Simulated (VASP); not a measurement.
# Os (I4/mmm) in VASP: notebook, part 2 of 2

VASP 6.6.1. Earlier steps stand in the parts before.

## (4) Single point, r2SCAN (strain +0.0150 x Voigt [1, 0, 0, 0, 0, 0])

File POSCAR:

```
Os
1.0
    0.0000000000      1.9450000000      1.9450000000
    1.9741750000      0.0000000000      1.9450000000
    1.9741750000      1.9450000000      0.0000000000
Os
1
Direct
    0.0000000000      0.0000000000      0.0000000000
```

File INCAR.step1:

```
SYSTEM = Os
PREC = Accurate
ENCUT = 520
ISMEAR = 0
SIGMA = 0.15
LREAL = .FALSE.
LASPH = .TRUE.
NELM = 80
NBANDS = 10
GGA = PE
ALGO = Normal
EDIFF = 1E-4
LWAVE = .TRUE.
LCHARG = .FALSE.
```

File INCAR.step2:

```
SYSTEM = Os
PREC = Accurate
ENCUT = 520
EDIFF = 1E-6
ISMEAR = 0
SIGMA = 0.15
LREAL = .FALSE.
LASPH = .TRUE.
NELM = 80
ALGO = Normal
ISIF = 2
LWAVE = .FALSE.
LCHARG = .TRUE.
METAGGA = R2SCAN
LMIXTAU = .TRUE.
LELF = .TRUE.
LVHAR = .TRUE.
NBANDS = 10
ISTART = 1
```

File KPOINTS:

```
Automatic mesh
0
G
  20 20 20
  0 0 0
```

Potentials or basis: VASP PAW PBE potentials, release 64 (Os).

Run with:

```sh
$ cat potpaw_PBE.64/Os/POTCAR > POTCAR
$ cp INCAR.step1 INCAR
$ mpirun -np 1 vasp_std > vasp.out
$ cp INCAR.step2 INCAR
$ mpirun -np 1 vasp_std > vasp.out
```

OUTCAR:

```text
SYSTEM = Os
   PREC = Accurate
   ENCUT = 520
   EDIFF = 1E-6
   ISMEAR = 0
   LREAL = .FALSE.
   LASPH = .TRUE.
   NELM = 80
   ISIF = 2
   METAGGA = R2SCAN
   ISTART = 1

 ion  position               nearest neighbor table
   1  0.000  0.000  0.000-

  LATTYP: Found a body centered tetragonal cell.
 ALAT       =     2.7506453788
 C/A-ratio  =     1.4354267658

  Lattice vectors:

 A1 = (   1.9741750000,   0.0000000000,   1.9450000000)
 A2 = (   1.9741750000,   0.0000000000,  -1.9450000000)
 A3 = (  -1.9741750000,   1.9450000000,   0.0000000000)

[... 482 lines left out ...]
      3       5.5253      2.00000
      4       5.8533      2.00000
      5       9.3011      0.00000
      6      10.0926      0.00000
      7      19.5852      0.00000
      8      24.0588      0.00000
      9      29.9094      0.00000
     10      31.5398      0.00000

 [... further k-points ...]
[... 5 lines left out ...]
  --------------------------------------------------------------------------------------
  -------------------------------------------------------------------------------------
  Total       -2.2266249     -1.8553755     -1.8553755     -0.0000000      0.0000000     -0.0000000
  in kB     -238.8376475   -199.0157953   -199.0157953     -0.0000000      0.0000000     -0.0000000
  external PRESSURE =    -212.2897461 kB  Pullay stress =       0.0000000 kB

 VOLUME and BASIS-vectors are now :
 -----------------------------------------------------------------------------
  energy-cutoff  :      520.00
  volume of cell :       14.94
      direct lattice vectors                 reciprocal lattice vectors
     0.000000000  1.945000000  1.945000000    -0.253270353  0.257069409  0.257069409
     1.974175000  0.000000000  1.945000000     0.253270353 -0.257069409  0.257069409
     1.974175000  1.945000000  0.000000000     0.253270353  0.257069409 -0.257069409

 POSITION                                       TOTAL-FORCE (eV/Angst)
 -----------------------------------------------------------------------------------
      0.00000      0.00000      0.00000         0.000000     -0.000000      0.000000
 -----------------------------------------------------------------------------------
    total drift:                               -0.000000     -0.000000     -0.000000

  FREE ENERGIE OF THE ION-ELECTRON SYSTEM (eV)
  ---------------------------------------------------
  free  energy   TOTEN  =       -52.7949105001 eV

  energy  without entropy=      -52.7833435978  energy(sigma->0) =      -52.78912705
```

Wall time 2.2 min (1 thread of Intel Xeon 6975P-C (Granite Rapids), shared host); peak memory 0.22 GiB.

What came out:

| Property | Result |
| --- | --- |
| Free energy | -52.7949 eV |
| Pressure | -21.2 GPa |
| Band gap on the k mesh | zero (band 4 reaches 10.56 eV, above the bottom of band 5 at 6.75 eV) |

Caveat: the cell differs from its parent crystal (strain +0.0150 x Voigt [1, 0, 0, 0, 0, 0]); the PAW data sets were made with another functional, which shifts forces and pressure a little; spin-orbit coupling is left out, which moves the levels of the heavy elements.

## (5) Single point, r2SCAN (strain +0.0300 x Voigt [1, 0, 0, 0, 0, 0])

File POSCAR:

```
Os
1.0
    0.0000000000      1.9450000000      1.9450000000
    2.0033500000      0.0000000000      1.9450000000
    2.0033500000      1.9450000000      0.0000000000
Os
1
Direct
    0.0000000000      0.0000000000      0.0000000000
```

File INCAR.step1:

```
  PREC = Accurate
  ENCUT = 520
  ISMEAR = 0
  SIGMA = 0.15
  LREAL = F
  LASPH = T
  NELM = 80
  NBANDS = 10
  GGA = PE
  ALGO = Normal
  EDIFF = 1E-4
  LWAVE = T
  LCHARG = F
```

File INCAR.step2:

```
  PREC = Accurate
  ENCUT = 520
  EDIFF = 1E-6
  ISMEAR = 0
  SIGMA = 0.15
  LREAL = F
  LASPH = T
  NELM = 80
  ALGO = Normal
  ISIF = 2
  LWAVE = F
  LCHARG = F
  METAGGA = R2SCAN
  LMIXTAU = T
  NBANDS = 10
  ISTART = 1
```

File KPOINTS:

```
Automatic mesh
0
Gamma
  20 20 20
```

Run with:

```sh
$ cat potpaw_PBE.64/Os/POTCAR > POTCAR
$ cp INCAR.step1 INCAR
$ mpirun -np 1 vasp_std > vasp.out
$ cp INCAR.step2 INCAR
$ mpirun -np 1 vasp_std > vasp.out
```

Wall time 2.4 min (1 thread of Intel Xeon 6975P-C (Granite Rapids), shared host); peak memory 0.22 GiB.

The run converged. Its results:

```yaml
Free_energy: -52.7572 eV
Pressure: -25.6 GPa
Band_gap_on_the_k_mesh: zero (band 4 reaches 10.43 eV, above the bottom of band 5 at 6.59 eV)
```

Stress tensor (GPa, compression positive):
```
-31.01   0.00   0.00
  0.00 -22.94   0.00
  0.00   0.00 -22.94
```

Levels at points of the mesh, in eV from the Fermi level:
```tsv
k point	band 1	band 2	band 3	band 4	band 5	band 6	band 7	band 8	band 9
(0.00, 0.00, 0.00)	-10.60	-3.07	-2.64	-2.64	-0.29	0.24	14.96	20.01	20.95
(0.50, 0.00, 0.00)	-7.34	-3.15	-2.73	-0.23	2.10	2.31	8.44	14.50	20.31
(0.50, 0.50, 0.00)	-7.10	-6.44	2.11	2.43	2.65	3.04	11.89	11.99	12.33
(0.00, 0.50, 0.50)	-7.15	-6.43	1.81	2.17	2.82	2.82	11.09	12.71	12.71
```

Caveat: the cell differs from its parent crystal (strain +0.0300 x Voigt [1, 0, 0, 0, 0, 0]); the PAW data sets were made with another functional, which shifts forces and pressure a little; spin-orbit coupling is left out, which moves the levels of the heavy elements.

## (6) The runs side by side

```csv
cell,gap on the mesh (eV),pressure (GPa)
"a = 2.751, b = 2.710, c = 2.710 Å, angles 61.0, 59.5, 59.5°, 1 atom",none,-4.8
"a = 2.751, b = 2.730, c = 2.730 Å, angles 60.5, 59.8, 59.8°, 1 atom",none,-10.9
"a = 2.751, b = 2.771, c = 2.771 Å, angles 59.5, 60.2, 60.2°, 1 atom",none,-21.2
"a = 2.751, b = 2.792, c = 2.792 Å, angles 59.0, 60.5, 60.5°, 1 atom",none,-25.6
```

Alike in all rows: task single point; level r2SCAN; potentials or basis VASP PAW PBE potentials, release 64 (Os); no spin polarisation; k mesh 20 × 20 × 20; cutoff (eV) 520; smearing gaussian 0.15 eV.

Caveats: the PAW data sets were made with another functional, which shifts forces and pressure a little; spin-orbit coupling is left out, which moves the levels of the heavy elements.

Absolute energies hang on the potentials; compare differences alone.
